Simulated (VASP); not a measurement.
# Tc (Im-3m) in VASP: single point with PBE

Aim: the single point of Tc with PBE.

Everything below comes from runs of VASP 6.6.1. Logs are shortened: lines on timing, memory, paths and dates and some standing lists are left out, and cuts for length are marked.

## (1) The cell of the first run

Symmetry: Im-3m, No. 229, cubic system. Conventional cell: a = 3.103 Å, b = 3.103 Å, c = 3.103 Å, α = 90.00°, β = 90.00°, γ = 90.00°. Tc (site symmetry m-3m) has 14 Tc at 2.69 to 3.10 Å within 3.5 Å.

## (2) Single point, PBE

INCAR reads:

```
SYSTEM = Tc
PREC = Accurate
ENCUT = 520
EDIFF = 1E-6
ISMEAR = 0
SIGMA = 0.05
LREAL = .False.
LASPH = .True.
NELM = 100
ALGO = Normal
ISIF = 2
LWAVE = .False.
LCHARG = .False.
GGA = PE
NBANDS = 12
```

KPOINTS reads:

```
Automatic mesh
0
Gamma
  20 20 20
  0 0 0
```

POSCAR reads:

```
Tc
1.0
   -1.5516498693      1.5516498693      1.5516498693
    1.5516498693     -1.5516498693      1.5516498693
    1.5516498693      1.5516498693     -1.5516498693
Tc
1
Direct
    0.0000000000      0.0000000000      0.0000000000
```

Potentials or basis: VASP PAW PBE potentials, release 64 (Tc_pv).

Started as:

```
$ cat potpaw_PBE.64/Tc_pv/POTCAR > POTCAR
$ mpirun -np 1 vasp_std > vasp.out
```

OUTCAR:

```text
SYSTEM = Tc
   PREC = Accurate
   ENCUT = 520
   EDIFF = 1E-6
   ISMEAR = 0
   LREAL = .False.
   LASPH = .True.
   NELM = 100
   ISIF = 2
   GGA = PE

 ion  position               nearest neighbor table
   1  0.000  0.000  0.000-

  LATTYP: Found a body centered cubic cell.
 ALAT       =     3.1032997386

  Lattice vectors:

 A1 = (  -1.5516498693,   1.5516498693,   1.5516498693)
 A2 = (   1.5516498693,  -1.5516498693,   1.5516498693)
 A3 = (   1.5516498693,   1.5516498693,  -1.5516498693)

Analysis of symmetry for initial positions (statically):
=====================================================================
 Subroutine PRICEL returns:
 Original cell was already a primitive cell.

 Routine SETGRP: Setting up the symmetry group for a
 body centered cubic supercell.

 Subroutine GETGRP returns: Found 48 space group operations
 (whereof 48 operations were pure point group operations)
 out of a pool of 48 trial point group operations.

The static configuration has the point symmetry O_h .

Analysis of symmetry for dynamics (positions and initial velocities):
=====================================================================
 Subroutine PRICEL returns:
 Original cell was already a primitive cell.

 Routine SETGRP: Setting up the symmetry group for a
 body centered cubic supercell.

 Subroutine GETGRP returns: Found 48 space group operations
 (whereof 48 operations were pure point group operations)
 out of a pool of 48 trial point group operations.

The dynamic configuration has the point symmetry O_h .

 Subroutine INISYM returns: Found 48 space group operations
 (whereof 48 operations are pure point group operations),
 and found     1 'primitive' translations

----------------------------------------------------------------------------------------

                                     Primitive cell

  volume of cell :      14.9431

  direct lattice vectors                    reciprocal lattice vectors
    -1.551649869  1.551649869  1.551649869     0.000000000  0.322237645  0.322237645
     1.551649869 -1.551649869  1.551649869     0.322237645  0.000000000  0.322237645
     1.551649869  1.551649869 -1.551649869     0.322237645  0.322237645  0.000000000

  length of vectors
     2.687536409  2.687536409  2.687536409     0.455712848  0.455712848  0.455712848

  position of ions in fractional coordinates (direct lattice)
     0.000000000  0.000000000  0.000000000

  ion indices of the primitive-cell ions
   primitive index   ion index
                 1           1

----------------------------------------------------------------------------------------

 KPOINTS: Automatic mesh

Automatic generation of k-mesh.
 Grid dimensions read from file:
 generate k-points for:   20   20   20

 Generating k-lattice:

  Cartesian coordinates                     Fractional coordinates (reciprocal lattice)
     0.000000000  0.016111882  0.016111882     0.050000000  0.000000000  0.000000000
     0.016111882  0.000000000  0.016111882     0.000000000  0.050000000  0.000000000
     0.016111882  0.016111882  0.000000000     0.000000000  0.000000000  0.050000000

  Length of vectors
     0.022785642  0.022785642  0.022785642

  Shift w.r.t. Gamma in fractional coordinates (k-lattice)
     0.000000000  0.000000000  0.000000000

 Subroutine IBZKPT returns following result:
 ===========================================

 Found    256 irreducible k-points:

 Following reciprocal coordinates:
            Coordinates               Weight
  0.000000  0.000000  0.000000      1.000000
  0.050000  0.000000  0.000000     12.000000
  0.100000  0.000000  0.000000     12.000000
  0.150000  0.000000  0.000000     12.000000
  0.200000  0.000000  0.000000     12.000000
  0.250000  0.000000  0.000000     12.000000
[... 16 lines left out ...]
  0.200000  0.100000  0.000000     48.000000
  0.250000  0.100000  0.000000     48.000000
 [... further k-points ...]
   k-points           NKPTS =    256   k-points in BZ     NKDIM =    256   number of bands    NBANDS=     12
   number of dos      NEDOS =    301   number of ions     NIONS =      1
   total plane-waves  NPLWV =   8000
   dimension x,y,z NGX =    20 NGY =   20 NGZ =   20
   dimension x,y,z NGXF=    40 NGYF=   40 NGZF=   40
   ions per type =               1
   NGX,Y,Z   is equivalent  to a cutoff of  12.37, 12.37, 12.37 a.u.
   NGXF,Y,Z  is equivalent  to a cutoff of  24.74, 24.74, 24.74 a.u.
 SYSTEM =  Tc
   PREC   = accura    normal or accurate (medium, high low for compatibility)
   ISTART =      0    job   : 0-new  1-cont  2-samecut
   ICHARG =      2    charge: 1-file 2-atom 10-const
   ISPIN  =      1    spin polarized calculation?
   LNONCOLLINEAR =      F non collinear calculations
   LSORBIT =      F    spin-orbit coupling
   LASPH  =      T    aspherical Exc in radial PAW
   ENCUT  =  520.0 eV  38.22 Ry    6.18 a.u.   5.00  5.00  5.00*2*pi/ulx,y,z
   NELM   =    100;   NELMIN=  2; NELMDL= -5     # of ELM steps
   EDIFF  = 0.1E-05   stopping-criterion for ELM
   LREAL  =      F    real-space projection
   EDIFFG = 0.1E-04   stopping-criterion for IOM
   NSW    =      0    number of steps for IOM
   IBRION =     -1    ionic relax: 0-MD 1-quasi-New 2-CG
   NFREE  =      0    steps in history (QN), initial steepest desc. (CG)
   ISIF   =      2    stress and relaxation
   ISYM   =      2    0-nonsym 1-usesym 2-fastsym
   POTIM  = 0.5000    time-step for ionic-motion
   TEBEG  =    0.0;   TEEND  =   0.0 temperature during run
   PSTRESS=    0.0 pullay stress
   NELECT =      13.0000    total number of electrons
   NUPDOWN=      -1.0000    fix difference up-down
   EMIN   =  10.00;   EMAX   =-10.00  energy-range for DOS
   EFERMI =   0.00;   METHOD = LEGACY
   ISMEAR =     0;   SIGMA  =   0.05  broadening in eV -4-tet -1-fermi 0-gaus
   EFERMI_NEDOS =   21; number of points for ismear=-14 and -15
   IALGO  =     38    algorithm
   IMIX   =      4    mixing-type and parameters
     AMIX     =   0.40;   BMIX     =  1.00
     AMIX_MAG =   1.60;   BMIX_MAG =  1.00
  volume/ion in A,a.u.               =      14.94       100.84
  Fermi-wavevector in a.u.,A,eV,Ry     =   1.562820  2.953301 33.230945  2.442406
  Thomas-Fermi vector in A             =   2.665682
   LORBIT       =      0    0 simple, 1 ext, 2 COOP (PROOUT), +10 PAW based schemes
   GGA     = PE    functional components
   LHFCALC =     F    Hartree Fock is set to
   AEXX    =    0.0000 exact exchange contribution
   IVDW    =     0    specifies the selected vdW correction
   LEPSILON=     F    determine dielectric tensor
   LRPA    =     F    only Hartree local field effects (RPA)
 non-spin polarized calculation
 Gauss-broadening in eV      SIGMA  =   0.05
  energy-cutoff  :      520.00
  volume of cell :       14.94
 maximum number of plane-waves:       420
   NGX =  9   NGY =  9   NGZ =  9

 number of electron      12.9999997 magnetization

 Free energy of the ion-electron system (eV)
  ---------------------------------------------------
  ext. energy  EPLUGINS =         0.00000000
  ---------------------------------------------------
  free energy    TOTEN  =       -10.09508377 eV

  energy without entropy =      -10.09324296  energy(sigma->0) =      -10.09416337

 E-fermi :  12.5418     XC(G=0): -13.5524

 val. band max:       12.5271804444   @ k =  -0.4000  -0.4500   0.1000
 cond. band min:      12.5502731316   @ k =  -0.4500   0.4500   0.1000
 fundamental gap:      0.0230926872
 Fermi energy:        12.5418358513

 k-point     1 :       0.0000    0.0000    0.0000
  band No.  band energies     occupation
      1     -26.3340      2.00000
      2     -26.3340      2.00000
      3     -26.3340      2.00000
      4       4.7908      2.00000
      5      10.2550      2.00000
      6      10.2550      2.00000
      7      10.2550      2.00000
      8      13.0531      0.00000
      9      13.0531      0.00000
     10      28.3325      0.00000
     11      28.3325      0.00000
     12      28.3325      0.00000

 k-point     2 :       0.0500    0.0000    0.0000
  band No.  band energies     occupation
      1     -26.3629      2.00000
      2     -26.3430      2.00000
      3     -26.3341      2.00000
      4       4.8997      2.00000
      5      10.2001      2.00000
      6      10.2495      2.00000
      7      10.3519      2.00000
      8      12.9759      0.00000
      9      13.0557      0.00000
     10      28.4029      0.00000
     11      28.4947      0.00000
     12      28.5083      0.00000

 k-point     3 :       0.1000    0.0000    0.0000
  band No.  band energies     occupation
      1     -26.4464      2.00000
      2     -26.3694      2.00000
      3     -26.3345      2.00000
      4       5.2147      2.00000
      5      10.0445      2.00000
      6      10.2242      2.00000
      7      10.6390      2.00000
      8      12.7900      0.00000
      9      13.0657      0.00000
     10      28.5689      0.00000
     11      28.8933      0.00000
     12      29.0243      0.00000
[... 286 lines left out ...]
 k-point    23 :       0.2000    0.1000    0.0000
  band No.  band energies     occupation
      1     -26.9397      2.00000
      2     -26.5201      2.00000
      3     -26.3738      2.00000
      4       7.0152      2.00000
      5       9.2853      2.00000
      6       9.8200      2.00000
      7      12.3579      2.00000
      8      12.9870      0.00000
      9      13.4111      0.00000
     10      28.1283      0.00000
     11      28.4825      0.00000
     12      31.5668      0.00000

 k-point    24 :       0.2500    0.1000    0.0000
  band No.  band energies     occupation
      1     -27.0888      2.00000
      2     -26.5842      2.00000
      3     -26.3764      2.00000
      4       7.2579      2.00000
      5       9.0213      2.00000
      6      10.1649      2.00000
      7      12.5025      1.73358
      8      13.4675      0.00000
      9      13.9671      0.00000
     10      26.9976      0.00000
     11      27.5974      0.00000
     12      32.3853      0.00000

 [... further k-points ...]

------------------------ aborting loop because EDIFF is reached ----------------------------------------

  FORCE on cell =-STRESS in cart. coord.  units (eV):
  Direction    XX          YY          ZZ          XY          YZ          ZX
  --------------------------------------------------------------------------------------
  -------------------------------------------------------------------------------------
  Total       -0.6471973     -0.6471973     -0.6471973      0.0000000      0.0000000     -0.0000000
  in kB      -69.3914703    -69.3914703    -69.3914703      0.0000000      0.0000000     -0.0000000
  external PRESSURE =     -69.3914703 kB  Pullay stress =       0.0000000 kB

 VOLUME and BASIS-vectors are now :
 -----------------------------------------------------------------------------
  energy-cutoff  :      520.00
  volume of cell :       14.94
      direct lattice vectors                 reciprocal lattice vectors
    -1.551649869  1.551649869  1.551649869     0.000000000  0.322237645  0.322237645
     1.551649869 -1.551649869  1.551649869     0.322237645  0.000000000  0.322237645
     1.551649869  1.551649869 -1.551649869     0.322237645  0.322237645  0.000000000

 POSITION                                       TOTAL-FORCE (eV/Angst)
 -----------------------------------------------------------------------------------
      0.00000      0.00000      0.00000         0.000000      0.000000      0.000000
 -----------------------------------------------------------------------------------
    total drift:                                0.000000     -0.000000      0.000000

  FREE ENERGIE OF THE ION-ELECTRON SYSTEM (eV)
  ---------------------------------------------------
  free  energy   TOTEN  =       -10.0950837734 eV

  energy  without entropy=      -10.0932429587  energy(sigma->0) =      -10.09416337
```

Wall time 18 s (1 thread of Intel Xeon Platinum 8488C (Sapphire Rapids), shared host); peak memory 0.15 GiB.

What came out:

```yaml
Free_energy: -10.0951 eV
Pressure: -6.9 GPa
```

Levels at points of the mesh, in eV from the Fermi level:
```
           k point  band 4  band 5  band 6  band 7  band 8  band 9
(0.00, 0.00, 0.00)   -7.75   -2.29   -2.29   -2.29    0.51    0.51
(0.50, 0.00, 0.00)   -5.86   -4.13    0.51    1.04    1.15    3.21
(0.50, 0.50, 0.50)   -5.94   -5.94    2.55    2.55    2.55    8.90
```
